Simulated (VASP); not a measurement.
TeS2F2, 5 atoms in the cell. The structure is tetragonal, space group I4/mmm (No. 139). The conventional cell has a = 4.036 Å, b = 4.036 Å, c = 10.277 Å, α = 90.00°, β = 90.00°, γ = 90.00°. Te (site symmetry 4/mmm) has 10 S at 3.03 to 4.13 Å and 8 F at 3.27 Å and 4 Te at 4.04 Å within 4.2 Å. Within 2.7 Å of S (site symmetry 4mm) lie 1 S at 2.01 Å and 4 F at 2.55 Å. F (site symmetry -4m2) has 4 S at 2.55 Å and 4 F at 2.85 Å and 4 Te at 3.27 Å within 3.4 Å. The cell was built from a structure type or drawn by symmetry, and may not be a known phase.

```yaml
Program: VASP 6.6.1
Task: single point
Functional: PBE
Potentials_or_basis: VASP PAW PBE potentials, release 64 (Te, S, F)
Cutoff: 520 eV
k_mesh: 6 × 6 × 6
Occupations: gaussian, width 0.1 eV
Spin: no spin polarisation
Dipole_correction: no
Further_INCAR_settings: ALGO = Normal; EDIFF = 1e-07; NBANDS = 24
```

Potentials or basis: VASP PAW PBE potentials, release 64 (Te, S, F).

The run is started by

```bash
$ cat potpaw_PBE.64/Te/POTCAR potpaw_PBE.64/S/POTCAR potpaw_PBE.64/F/POTCAR > POTCAR
$ mpirun -np 1 vasp_std > vasp.out
```

Hardware: 1 thread of Oxide Virtual Turin-like Processor (shared host).

Task: How long does it take, and how much memory?

Result: Wall time 2.5 min on 1 thread of Oxide Virtual Turin-like Processor, on a shared host, peak memory 0.31 GiB. Counts: scf iterations 17, k points 30.
